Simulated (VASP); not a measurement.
# CoO (Pm-3m) in VASP: further runs

Runs on CoO. Level: PBE. Tasks: single point.

Everything below comes from runs of VASP 6.6.1. Logs are shortened: lines on timing, memory, paths and dates and some standing lists are left out, and cuts for length are marked.

## Step 1: The cell of the first run

It takes space group Pm-3m (No. 221, cubic). The conventional cell has a = 2.571 Å, b = 2.571 Å, c = 2.571 Å, α = 90.00°, β = 90.00°, γ = 90.00°. Within 2.9 Å of Co (site symmetry m-3m) lie 8 O at 2.23 Å and 6 Co at 2.57 Å. O (site symmetry m-3m) has 8 Co at 2.23 Å and 6 O at 2.57 Å within 2.9 Å.

## Step 2: Single point, PBE, collinear spin, ferromagnetic start

INCAR

```
SYSTEM = CoO
ALGO = Normal
EDIFF = 1E-6
ENCUT = 700
GGA = PE
GGA_COMPAT = .False.
ISIF = 2
ISMEAR = -1
ISPIN = 2
LASPH = .True.
LCHARG = .False.
LMAXMIX = 4
LORBIT = 11
LREAL = .False.
LWAVE = .False.
MAGMOM = 2 0
NBANDS = 22
NELM = 200
PREC = Accurate
SIGMA = 0.05
```

KPOINTS

```
k-points
0
Gamma
  10 10 10
  0 0 0
```

POSCAR

```
CoO
1.0
    2.5705263100      0.0000000000      0.0000000000
    0.0000000000      2.5705263100      0.0000000000
    0.0000000000      0.0000000000      2.5705263100
Co O
1 1
Direct
    0.0000000000      0.0000000000      0.0000000000
    0.5000000000      0.5000000000      0.5000000000
```

Potentials or basis: VASP PAW PBE potentials, release 64 (Co_sv, O).

On the command line:

```sh
$ cat potpaw_PBE.64/Co_sv/POTCAR potpaw_PBE.64/O/POTCAR > POTCAR
$ mpirun -np 1 vasp_std > vasp.out
```

OUTCAR:

```text
SYSTEM = CoO
   EDIFF = 1E-6
   ENCUT = 700
   GGA = PE
   ISIF = 2
   ISMEAR = -1
   ISPIN = 2
   LASPH = .True.
   LORBIT = 11
   LREAL = .False.
   NELM = 200
   PREC = Accurate

 ion  position               nearest neighbor table
   1  0.000  0.000  0.000-   2 2.23   2 2.23   2 2.23   2 2.23   2 2.23   2 2.23   2 2.23   2 2.23

   2  0.500  0.500  0.500-   1 2.23   1 2.23   1 2.23   1 2.23   1 2.23   1 2.23   1 2.23   1 2.23

  LATTYP: Found a simple cubic cell.
 ALAT       =     2.5705263100

  Lattice vectors:

 A1 = (   2.5705263100,   0.0000000000,   0.0000000000)
 A2 = (   0.0000000000,   2.5705263100,   0.0000000000)
 A3 = (   0.0000000000,   0.0000000000,   2.5705263100)

Analysis of symmetry for initial positions (statically):
=====================================================================
 Subroutine PRICEL returns:
 Original cell was already a primitive cell.

 Routine SETGRP: Setting up the symmetry group for a
 simple cubic supercell.

 Subroutine GETGRP returns: Found 48 space group operations
 (whereof 48 operations were pure point group operations)
 out of a pool of 48 trial point group operations.

The static configuration has the point symmetry O_h .

Analysis of symmetry for dynamics (positions and initial velocities):
=====================================================================
 Subroutine PRICEL returns:
 Original cell was already a primitive cell.

 Routine SETGRP: Setting up the symmetry group for a
 simple cubic supercell.

 Subroutine GETGRP returns: Found 48 space group operations
 (whereof 48 operations were pure point group operations)
 out of a pool of 48 trial point group operations.

The dynamic configuration has the point symmetry O_h .

Analysis of structural, dynamic, and magnetic symmetry:
=====================================================================
 Subroutine PRICEL returns:
 Original cell was already a primitive cell.

 Routine SETGRP: Setting up the symmetry group for a
 simple cubic supercell.

 Subroutine GETGRP returns: Found 48 space group operations
 (whereof 48 operations were pure point group operations)
 out of a pool of 48 trial point group operations.

The overall configuration has the point symmetry O_h .

 Subroutine INISYM returns: Found 48 space group operations
 (whereof 48 operations are pure point group operations),
 and found     1 'primitive' translations

----------------------------------------------------------------------------------------

                                     Primitive cell

  volume of cell :      16.9850

[... 107 lines left out ...]
     AMIX     =   0.40;   BMIX     =  1.00
     AMIX_MAG =   1.60;   BMIX_MAG =  1.00
  volume/ion in A,a.u.               =       8.49        57.31
  Fermi-wavevector in a.u.,A,eV,Ry     =   1.811182  3.422637 44.632275  3.280380
  Thomas-Fermi vector in A             =   2.869690
   LORBIT       =     11    0 simple, 1 ext, 2 COOP (PROOUT), +10 PAW based schemes
   GGA     = PE    functional components
   LHFCALC =     F    Hartree Fock is set to
   AEXX    =    0.0000 exact exchange contribution
   IVDW    =     0    specifies the selected vdW correction
   LEPSILON=     F    determine dielectric tensor
   LRPA    =     F    only Hartree local field effects (RPA)
 spin polarized calculation
  energy-cutoff  :      700.00
  volume of cell :       16.99
 maximum number of plane-waves:       739
 NGX is ok and might be reduce to    24
   NGX = 11   NGY = 11   NGZ = 11

 number of electron      23.0000029 magnetization       3.0003054

 Free energy of the ion-electron system (eV)
  ---------------------------------------------------
  ext. energy  EPLUGINS =         0.00000000
  ---------------------------------------------------
  free energy    TOTEN  =       -12.45334708 eV

  energy without entropy =      -12.43788907  energy(sigma->0) =      -12.44561808

 E-fermi :  10.6202     XC(G=0): -13.6190

 val. band max:       10.6139851025   @ k =   0.3000   0.3000   0.0000
 cond. band min:      10.6262107086   @ k =   0.4000   0.3000   0.3000
 fundamental gap:      0.0122256062
 Fermi energy:        10.6202436252

 spin component 1

 k-point     1 :       0.0000    0.0000    0.0000
  band No.  band energies     occupation
      1     -86.5067      1.00000
      2     -49.7103      1.00000
      3     -49.7103      1.00000
      4     -49.7103      1.00000
      5     -10.2701      1.00000
      6       6.1117      1.00000
[... 589 lines left out ...]
     21      38.2159      0.00000
     22      41.2170      0.00000

 [... further k-points ...]

 spin component 2

 k-point     1 :       0.0000    0.0000    0.0000
  band No.  band energies     occupation
      1     -83.4883      1.00000
      2     -46.7628      1.00000
      3     -46.7628      1.00000
      4     -46.7628      1.00000
      5      -9.5903      1.00000
      6       7.8436      1.00000
[... 589 lines left out ...]
     21      38.7339      0.00000
     22      41.7232      0.00000

 [... further k-points ...]
[... 5 lines left out ...]
  --------------------------------------------------------------------------------------
  -------------------------------------------------------------------------------------
  Total        1.1188473      1.1188473      1.1188473     -0.0000000     -0.0000000     -0.0000000
  in kB      105.5395493    105.5395493    105.5395493     -0.0000000     -0.0000000     -0.0000000
  external PRESSURE =     105.5395493 kB  Pullay stress =       0.0000000 kB

 VOLUME and BASIS-vectors are now :
 -----------------------------------------------------------------------------
  energy-cutoff  :      700.00
  volume of cell :       16.99
      direct lattice vectors                 reciprocal lattice vectors
     2.570526310  0.000000000  0.000000000     0.389025390  0.000000000  0.000000000
     0.000000000  2.570526310  0.000000000     0.000000000  0.389025390  0.000000000
     0.000000000  0.000000000  2.570526310     0.000000000  0.000000000  0.389025390

 POSITION                                       TOTAL-FORCE (eV/Angst)
 -----------------------------------------------------------------------------------
      0.00000      0.00000      0.00000         0.000000      0.000000      0.000000
      1.28526      1.28526      1.28526         0.000000      0.000000      0.000000
 -----------------------------------------------------------------------------------
    total drift:                                0.000000      0.000000     -0.000000

  FREE ENERGIE OF THE ION-ELECTRON SYSTEM (eV)
  ---------------------------------------------------
  free  energy   TOTEN  =       -12.4533470802 eV

  energy  without entropy=      -12.4378890712  energy(sigma->0) =      -12.44561808

 total charge

# of ion       s       p       d       tot
------------------------------------------
    1        2.150   6.071   6.696  14.918
    2        1.577   3.379   0.000   4.956
--------------------------------------------------
tot          3.726   9.451   6.696  19.874

 magnetization (x)

# of ion       s       p       d       tot
------------------------------------------
    1        0.002   0.006   2.473   2.480
    2        0.021   0.424   0.000   0.445
--------------------------------------------------
tot          0.023   0.430   2.473   2.925
```

stdout:

```text
POSCAR found type information on POSCAR CoO
 POSCAR found :  2 types and       2 ions
 scaLAPACK will be used
 LDA part: xc-table for (Slater+PW92), standard interpolation
 POSCAR, INCAR and KPOINTS ok, starting setup
 FFT: planning ... GRIDC
 FFT: planning ... GRID_SOFT
 FFT: planning ... GRID
 WAVECAR not read
 entering main loop
```

It took 35 s on 1 thread of Intel Xeon Platinum 8488C (Sapphire Rapids), shared host; peak memory 0.18 GiB.

Results:

| Item | Value |
| --- | --- |
| Free energy | -12.4533 eV |
| Pressure | 10.6 GPa |
| Band gap on the k mesh | zero (filled and empty bands overlap) |
| Net moment | 3.00 μB per cell |
| Site moments | Co +2.48; O +0.45 μB |
| Valence electrons inside the program's atomic spheres | Co 14.92; O 4.96 |

Caveat: the cell stands under pressure; a cell with one magnetic atom can't hold antiferromagnetic order, which such compounds often take; semilocal functionals often make such compounds metallic where correlation or magnetic order opens a gap, which also shifts bond lengths. With open d or f shells a metallic result of PBE can be an artefact of self-interaction; +U or a hybrid may open a gap.

## Step 3: Single point, PBE, collinear spin, ferromagnetic start

This run uses another cell than the first one, of 7.98 Å³/atom.

INCAR

```
  PREC = Accurate
  ENCUT = 700
  EDIFF = 1E-6
  ISMEAR = -1
  SIGMA = 0.05
  LREAL = F
  LASPH = T
  NELM = 200
  ALGO = Normal
  ISIF = 2
  LWAVE = F
  LCHARG = T
  ISPIN = 2
  MAGMOM = 2 0
  LORBIT = 11
  LMAXMIX = 4
  GGA = PE
  LELF = T
  LVHAR = T
  NBANDS = 22
  GGA_COMPAT = F
```

KPOINTS

```
regular mesh
0
Gamma
  10 10 10
```

POSCAR

```
CoO
1.0
    2.5180518654      0.0000000000      0.0000000000
    0.0000000000      2.5180518654      0.0000000000
    0.0000000000      0.0000000000      2.5180518654
Co O
1 1
Direct
    0.0000000000      0.0000000000      0.0000000000
    0.5000000000      0.5000000000      0.5000000000
```

Potentials or basis: VASP PAW PBE potentials, release 64 (Co_sv, O).

On the command line:

```sh
$ cat potpaw_PBE.64/Co_sv/POTCAR potpaw_PBE.64/O/POTCAR > POTCAR
$ mpirun -np 1 vasp_std > vasp.out
```

OUTCAR:

```text
PREC = Accurate
   ENCUT = 700
   EDIFF = 1E-6
   ISMEAR = -1
   LREAL = F
   LASPH = T
   NELM = 200
   ISIF = 2
   ISPIN = 2
   LORBIT = 11
   GGA = PE

 ion  position               nearest neighbor table
   1  0.000  0.000  0.000-   2 2.18   2 2.18   2 2.18   2 2.18   2 2.18   2 2.18   2 2.18   2 2.18

   2  0.500  0.500  0.500-   1 2.18   1 2.18   1 2.18   1 2.18   1 2.18   1 2.18   1 2.18   1 2.18

  LATTYP: Found a simple cubic cell.
 ALAT       =     2.5180518654

  Lattice vectors:

 A1 = (   2.5180518654,   0.0000000000,   0.0000000000)
 A2 = (   0.0000000000,   2.5180518654,   0.0000000000)
 A3 = (   0.0000000000,   0.0000000000,   2.5180518654)

Analysis of symmetry for initial positions (statically):
=====================================================================
 Subroutine PRICEL returns:
 Original cell was already a primitive cell.

 Routine SETGRP: Setting up the symmetry group for a
 simple cubic supercell.

 Subroutine GETGRP returns: Found 48 space group operations
[... 789 lines left out ...]

 spin component 2

 k-point     1 :       0.0000    0.0000    0.0000
  band No.  band energies     occupation
      1     -82.4989      1.00000
      2     -45.7627      1.00000
      3     -45.7627      1.00000
      4     -45.7627      1.00000
      5      -9.1639      1.00000
      6       8.6120      1.00000
[... 589 lines left out ...]
     21      40.7728      0.00000
     22      43.7763      0.00000

 [... further k-points ...]
[... 5 lines left out ...]
  --------------------------------------------------------------------------------------
  -------------------------------------------------------------------------------------
  Total        2.8029105      2.8029105      2.8029105      0.0000000      0.0000000     -0.0000000
  in kB      281.2715434    281.2715434    281.2715434      0.0000000      0.0000000     -0.0000000
  external PRESSURE =     281.2715434 kB  Pullay stress =       0.0000000 kB

 VOLUME and BASIS-vectors are now :
 -----------------------------------------------------------------------------
  energy-cutoff  :      700.00
  volume of cell :       15.97
      direct lattice vectors                 reciprocal lattice vectors
     2.518051865  0.000000000  0.000000000     0.397132408  0.000000000  0.000000000
     0.000000000  2.518051865  0.000000000     0.000000000  0.397132408  0.000000000
     0.000000000  0.000000000  2.518051865     0.000000000  0.000000000  0.397132408

 POSITION                                       TOTAL-FORCE (eV/Angst)
 -----------------------------------------------------------------------------------
      0.00000      0.00000      0.00000         0.000000      0.000000      0.000000
      1.25903      1.25903      1.25903         0.000000      0.000000      0.000000
 -----------------------------------------------------------------------------------
    total drift:                                0.000000      0.000000     -0.000000

  FREE ENERGIE OF THE ION-ELECTRON SYSTEM (eV)
  ---------------------------------------------------
  free  energy   TOTEN  =       -12.3271621638 eV

  energy  without entropy=      -12.3137143708  energy(sigma->0) =      -12.32043827

 total charge

# of ion       s       p       d       tot
------------------------------------------
    1        2.158   6.084   6.718  14.960
    2        1.577   3.415   0.000   4.992
--------------------------------------------------
tot          3.735   9.499   6.718  19.952

 magnetization (x)

# of ion       s       p       d       tot
------------------------------------------
    1        0.002   0.006   2.463   2.471
    2        0.024   0.430   0.000   0.454
--------------------------------------------------
tot          0.026   0.436   2.463   2.925
```

Wall time 51 s (1 thread of AMD EPYC 7R13 (Zen 3), shared host); peak memory 0.15 GiB.

What came out:

- Free energy: -12.3272 eV
- Pressure: 28.1 GPa
- Band gap on the k mesh: zero (filled and empty bands overlap)
- Net moment: 2.99 μB per cell
- Site moments: Co +2.47; O +0.45 μB
- Valence electrons inside the program's atomic spheres: Co 14.96; O 4.99

Caveat: the cell stands under pressure; a cell with one magnetic atom can't hold antiferromagnetic order, which such compounds often take; semilocal functionals often make such compounds metallic where correlation or magnetic order opens a gap, which also shifts bond lengths. With open d or f shells a metallic result of PBE can be an artefact of self-interaction; +U or a hybrid may open a gap.

The gap in the log of VASP goes by the Fermi energy; the results here count the filled bands.